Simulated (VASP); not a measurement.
# Os (P6_3/mmc) in VASP: a series of runs

The runs below take Os through single point, with r2SCAN.

All numbers are computed with VASP 6.6.1; they aren't measurements. Logs are shortened: lines on timing, memory, paths and dates and some standing lists are left out, and cuts for length are marked.

### Step 1. The cell of the first run

The structure is hexagonal, space group P6_3/mmc (No. 194). The conventional cell has a = 2.707 Å, b = 2.707 Å, c = 4.274 Å, α = 90.00°, β = 90.00°, γ = 120.00°. Os (site symmetry -6m2) has 12 Os at 2.65 to 2.71 Å within 3.5 Å.

### Step 2. Single point, r2SCAN

Contents of POSCAR:

```
Os
1.0
    2.7073905188      0.0000000000      0.0000000000
   -1.3536952594      2.3446689673      0.0000000000
    0.0000000000      0.0000000000      4.2740107720
Os
2
Direct
    0.3333333333      0.6666666667      0.2500000000
    0.6666666667      0.3333333333      0.7500000000
```

Contents of INCAR.step1:

```
ALGO = Normal
EDIFF = 1E-4
ENCUT = 520
GGA = PE
ISMEAR = -1
LASPH = True
LCHARG = False
LREAL = False
LWAVE = True
NBANDS = 15
NELM = 60
PREC = Accurate
SIGMA = 0.05
```

Contents of INCAR.step2:

```
ALGO = Normal
EDIFF = 1E-7
ENCUT = 520
ISIF = 2
ISMEAR = -1
ISTART = 1
LASPH = True
LCHARG = False
LMIXTAU = True
LREAL = False
LWAVE = False
METAGGA = R2SCAN
NBANDS = 15
NELM = 60
PREC = Accurate
SIGMA = 0.05
```

Contents of KPOINTS:

```
k-points
0
Gamma
  20 20 12
```

Potentials or basis: VASP PAW PBE potentials, release 64 (Os).

Command:

```sh
> cat potpaw_PBE.64/Os/POTCAR > POTCAR
> cp INCAR.step1 INCAR
> mpirun -np 1 vasp_std > vasp.out
> cp INCAR.step2 INCAR
> mpirun -np 1 vasp_std > vasp.out
```

OUTCAR:

```text
EDIFF = 1E-7
   ENCUT = 520
   ISIF = 2
   ISMEAR = -1
   ISTART = 1
   LASPH = True
   LREAL = False
   METAGGA = R2SCAN
   NELM = 60
   PREC = Accurate

 ion  position               nearest neighbor table
   1  0.333  0.667  0.250-   2 2.65   2 2.65   2 2.65   2 2.65   2 2.65   2 2.65
   2  0.667  0.333  0.750-   1 2.65   1 2.65   1 2.65   1 2.65   1 2.65   1 2.65

  LATTYP: Found a hexagonal cell.
 ALAT       =     2.7073905188
 C/A-ratio  =     1.5786458371

  Lattice vectors:

 A1 = (   2.7073905188,   0.0000000000,   0.0000000000)
 A2 = (  -1.3536952594,   2.3446689673,   0.0000000000)
 A3 = (   0.0000000000,   0.0000000000,   4.2740107720)

Analysis of symmetry for initial positions (statically):
=====================================================================
 Subroutine PRICEL returns:
 Original cell was already a primitive cell.

 Routine SETGRP: Setting up the symmetry group for a
 hexagonal supercell.

 Subroutine GETGRP returns: Found 24 space group operations
 (whereof 12 operations were pure point group operations)
 out of a pool of 24 trial point group operations.

The static configuration has the point symmetry D_3d.
 The point group associated with its full space group is D_6h.

Analysis of symmetry for dynamics (positions and initial velocities):
=====================================================================
 Subroutine PRICEL returns:
 Original cell was already a primitive cell.

 Routine SETGRP: Setting up the symmetry group for a
 hexagonal supercell.

 Subroutine GETGRP returns: Found 24 space group operations
 (whereof 12 operations were pure point group operations)
 out of a pool of 24 trial point group operations.

The dynamic configuration has the point symmetry D_3d.
 The point group associated with its full space group is D_6h.

 Subroutine INISYM returns: Found 24 space group operations
 (whereof 12 operations are pure point group operations),
 and found     1 'primitive' translations

----------------------------------------------------------------------------------------

                                     Primitive cell

  volume of cell :      27.1311

  direct lattice vectors                    reciprocal lattice vectors
     2.707390519  0.000000000  0.000000000     0.369359349  0.213249720  0.000000000
    -1.353695259  2.344668967  0.000000000     0.000000000  0.426499439  0.000000000
     0.000000000  0.000000000  4.274010772     0.000000000  0.000000000  0.233972269

  length of vectors
     2.707390519  2.707390519  4.274010772     0.426499439  0.426499439  0.233972269

  position of ions in fractional coordinates (direct lattice)
     0.333333333  0.666666667  0.250000000
     0.666666667  0.333333333  0.750000000

  ion indices of the primitive-cell ions
   primitive index   ion index
                 1           1
                 2           2

----------------------------------------------------------------------------------------

 KPOINTS: k-points

Automatic generation of k-mesh.
 Grid dimensions read from file:
 generate k-points for:   20   20   12

 Generating k-lattice:

  Cartesian coordinates                     Fractional coordinates (reciprocal lattice)
     0.018467967  0.010662486  0.000000000     0.050000000  0.000000000  0.000000000
     0.000000000  0.021324972  0.000000000     0.000000000  0.050000000  0.000000000
     0.000000000  0.000000000  0.019497689     0.000000000  0.000000000  0.083333333

  Length of vectors
     0.021324972  0.021324972  0.019497689

  Shift w.r.t. Gamma in fractional coordinates (k-lattice)
     0.000000000  0.000000000  0.000000000

 Subroutine IBZKPT returns following result:
 ===========================================

 Found    308 irreducible k-points:

 Following reciprocal coordinates:
            Coordinates               Weight
  0.000000  0.000000  0.000000      1.000000
  0.050000 -0.000000  0.000000      6.000000
  0.100000  0.000000  0.000000      6.000000
  0.150000  0.000000  0.000000      6.000000
  0.200000  0.000000  0.000000      6.000000
  0.250000 -0.000000  0.000000      6.000000
[... 16 lines left out ...]
  0.200000  0.100000  0.000000     12.000000
  0.250000  0.100000  0.000000     12.000000
 [... further k-points ...]
   k-points           NKPTS =    308   k-points in BZ     NKDIM =    308   number of bands    NBANDS=     15
   number of dos      NEDOS =    301   number of ions     NIONS =      2
   total plane-waves  NPLWV =  12800
   dimension x,y,z NGX =    20 NGY =   20 NGZ =   32
   dimension x,y,z NGXF=    40 NGYF=   40 NGZF=   64
   ions per type =               2
   NGX,Y,Z   is equivalent  to a cutoff of  12.28, 12.28, 12.45 a.u.
   NGXF,Y,Z  is equivalent  to a cutoff of  24.56, 24.56, 24.89 a.u.
 SYSTEM =  unknown system
   PREC   = accura    normal or accurate (medium, high low for compatibility)
   ISTART =      1    job   : 0-new  1-cont  2-samecut
   ICHARG =      0    charge: 1-file 2-atom 10-const
   ISPIN  =      1    spin polarized calculation?
   LNONCOLLINEAR =      F non collinear calculations
   LSORBIT =      F    spin-orbit coupling
   LASPH  =      T    aspherical Exc in radial PAW
   ENCUT  =  520.0 eV  38.22 Ry    6.18 a.u.   5.03  5.03  7.95*2*pi/ulx,y,z
   NELM   =     60;   NELMIN=  2; NELMDL=  0     # of ELM steps
   EDIFF  = 0.1E-06   stopping-criterion for ELM
   LREAL  =      F    real-space projection
   EDIFFG = 0.1E-05   stopping-criterion for IOM
   NSW    =      0    number of steps for IOM
   IBRION =     -1    ionic relax: 0-MD 1-quasi-New 2-CG
   NFREE  =      0    steps in history (QN), initial steepest desc. (CG)
   ISIF   =      2    stress and relaxation
   ISYM   =      2    0-nonsym 1-usesym 2-fastsym
   POTIM  = 0.5000    time-step for ionic-motion
   TEBEG  =    0.0;   TEEND  =   0.0 temperature during run
   PSTRESS=    0.0 pullay stress
   NELECT =      16.0000    total number of electrons
   NUPDOWN=      -1.0000    fix difference up-down
   EMIN   =  10.00;   EMAX   =-10.00  energy-range for DOS
   EFERMI =   0.00;   METHOD = LEGACY
   ISMEAR =    -1;   SIGMA  =   0.05  broadening in eV -4-tet -1-fermi 0-gaus
   EFERMI_NEDOS =   21; number of points for ismear=-14 and -15
   IALGO  =     38    algorithm
   IMIX   =      4    mixing-type and parameters
     AMIX     =   0.40;   BMIX     =  1.00
     AMIX_MAG =   1.60;   BMIX_MAG =  1.00
  volume/ion in A,a.u.               =      13.57        91.54
  Fermi-wavevector in a.u.,A,eV,Ry     =   1.372858  2.594325 25.643415  1.884738
  Thomas-Fermi vector in A             =   2.498427
   LORBIT       =      0    0 simple, 1 ext, 2 COOP (PROOUT), +10 PAW based schemes
   METAGGA = R2SCAN    functional components
   LHFCALC =     F    Hartree Fock is set to
   AEXX    =    0.0000 exact exchange contribution
   IVDW    =     0    specifies the selected vdW correction
   LEPSILON=     F    determine dielectric tensor
   LRPA    =     F    only Hartree local field effects (RPA)
 non-spin polarized calculation
  energy-cutoff  :      520.00
  volume of cell :       27.13
 maximum number of plane-waves:       752
   NGX = 11   NGY = 11   NGZ = 15

 number of electron      15.9999998 magnetization

 Free energy of the ion-electron system (eV)
  ---------------------------------------------------
  ext. energy  EPLUGINS =         0.00000000
  ---------------------------------------------------
  free energy    TOTEN  =      -105.96761300 eV

  energy without entropy =     -105.96052349  energy(sigma->0) =     -105.96406824

 E-fermi :   9.7787     XC(G=0): -15.5953

 val. band max:        9.7751345007   @ k =   0.1500   0.0000   0.3333
 cond. band min:       9.7908744099   @ k =   0.3000   0.0000   0.0000
 fundamental gap:      0.0157399092
 Fermi energy:         9.7786854521

 k-point     1 :       0.0000    0.0000    0.0000
  band No.  band energies     occupation
      1      -1.9858      2.00000
      2       1.2892      2.00000
      3       6.4087      2.00000
      4       6.4087      2.00000
      5       6.7054      2.00000
      6       7.3247      2.00000
      7       7.3247      2.00000
      8       8.0157      2.00000
      9       8.0157      2.00000
     10       9.7626      1.15943
     11      11.5681      0.00000
     12      11.5681      0.00000
     13      19.7039      0.00000
     14      24.4900      0.00000
     15      27.3596      0.00000

 k-point     2 :       0.0500   -0.0000    0.0000
  band No.  band energies     occupation
      1      -1.8755      2.00000
      2       1.3876      2.00000
      3       6.1377      2.00000
      4       6.5059      2.00000
      5       6.9448      2.00000
      6       7.2560      2.00000
      7       7.4154      2.00000
      8       7.8857      2.00000
      9       7.9354      2.00000
     10       9.1981      1.99998
     11      11.6248      0.00000
     12      12.2890      0.00000
     13      19.6988      0.00000
     14      24.7223      0.00000
     15      27.5051      0.00000

 k-point     3 :       0.1000    0.0000    0.0000
  band No.  band energies     occupation
      1      -1.5521      2.00000
      2       1.6667      2.00000
      3       5.7237      2.00000
      4       6.7945      2.00000
      5       7.0399      2.00000
      6       7.3262      2.00000
      7       7.3727      2.00000
      8       7.6845      2.00000
      9       7.7180      2.00000
     10       8.5112      2.00000
     11      11.7728      0.00000
     12      13.5736      0.00000
     13      19.6668      0.00000
     14      25.3717      0.00000
     15      27.9006      0.00000

 k-point     4 :       0.1500    0.0000    0.0000
  band No.  band energies     occupation
      1      -1.0399      2.00000
      2       2.0700      2.00000
      3       5.3075      2.00000
      4       6.5024      2.00000
      5       6.7827      2.00000
      6       7.2653      2.00000
      7       7.4152      2.00000
      8       7.7503      2.00000
      9       8.1211      2.00000
     10       8.1303      2.00000
     11      11.9659      0.00000
     12      14.9828      0.00000
     13      19.5763      0.00000
     14      26.2256      0.00000
     15      28.2888      0.00000
[... 307 lines left out ...]
 k-point    22 :       0.1500    0.1000    0.0000
  band No.  band energies     occupation
      1      -0.0965      2.00000
      2       2.7295      2.00000
      3       4.6923      2.00000
      4       5.3723      2.00000
      5       6.5183      2.00000
      6       6.6365      2.00000
      7       8.0101      2.00000
      8       8.1337      2.00000
      9       8.3020      2.00000
     10       9.2232      1.99997
     11      12.1212      0.00000
     12      17.0194      0.00000
     13      19.3635      0.00000
     14      26.4303      0.00000
     15      27.4649      0.00000

 k-point    23 :       0.2000    0.1000    0.0000
  band No.  band energies     occupation
      1       0.6301      2.00000
      2       2.9742      2.00000
      3       4.5578      2.00000
      4       4.6118      2.00000
      5       6.3484      2.00000
      6       6.4537      2.00000
      7       7.7673      2.00000
      8       8.6243      2.00000
      9       9.1242      2.00000
     10      10.0522      0.00838
     11      12.2423      0.00000
     12      18.3952      0.00000
     13      19.1960      0.00000
     14      24.7856      0.00000
     15      26.1964      0.00000

 k-point    24 :       0.2500    0.1000    0.0000
  band No.  band energies     occupation
      1       1.3359      2.00000
      2       2.8931      2.00000
      3       3.9490      2.00000
      4       4.7556      2.00000
      5       6.1215      2.00000
      6       6.6102      2.00000
      7       7.4990      2.00000
      8       9.2507      1.99995
      9      10.0029      0.02233
     10      10.9851      0.00000
     11      12.3442      0.00000
     12      19.0839      0.00000
     13      19.7520      0.00000
     14      22.7858      0.00000
     15      24.8173      0.00000

 [... further k-points ...]
[... 5 lines left out ...]
  --------------------------------------------------------------------------------------
  -------------------------------------------------------------------------------------
  Total        2.7805904      2.7805904      2.7914495      0.0000000     -0.0000000     -0.0000000
  in kB      164.2024171    164.2024171    164.8436799      0.0000000     -0.0000000     -0.0000000
  external PRESSURE =     164.4161714 kB  Pullay stress =       0.0000000 kB

 VOLUME and BASIS-vectors are now :
 -----------------------------------------------------------------------------
  energy-cutoff  :      520.00
  volume of cell :       27.13
      direct lattice vectors                 reciprocal lattice vectors
     2.707390519  0.000000000  0.000000000     0.369359349  0.213249720  0.000000000
    -1.353695259  2.344668967  0.000000000     0.000000000  0.426499439  0.000000000
     0.000000000  0.000000000  4.274010772     0.000000000  0.000000000  0.233972269

 POSITION                                       TOTAL-FORCE (eV/Angst)
 -----------------------------------------------------------------------------------
     -0.00000      1.56311      1.06850        -0.000000      0.000000      0.000000
      1.35370      0.78156      3.20551         0.000000     -0.000000      0.000000
 -----------------------------------------------------------------------------------
    total drift:                               -0.000000      0.000000     -0.000000

  FREE ENERGIE OF THE ION-ELECTRON SYSTEM (eV)
  ---------------------------------------------------
  free  energy   TOTEN  =      -105.9676129952 eV

  energy  without entropy=     -105.9605234928  energy(sigma->0) =     -105.96406824
```

It took 5.3 min on 1 thread of Intel Xeon 6975P-C, shared host; peak memory 0.23 GiB.

What came out:

```
Free energy            : -105.9676 eV
Pressure               : 16.4 GPa
Band gap on the k mesh : zero (band 8 reaches 12.02 eV, above the bottom of band 9 at 7.69 eV)
```

Caveat: the PAW data sets were made with another functional, which shifts forces and pressure a little; spin-orbit coupling is left out, which moves the levels of the heavy elements.

[end of part 1 of 2]
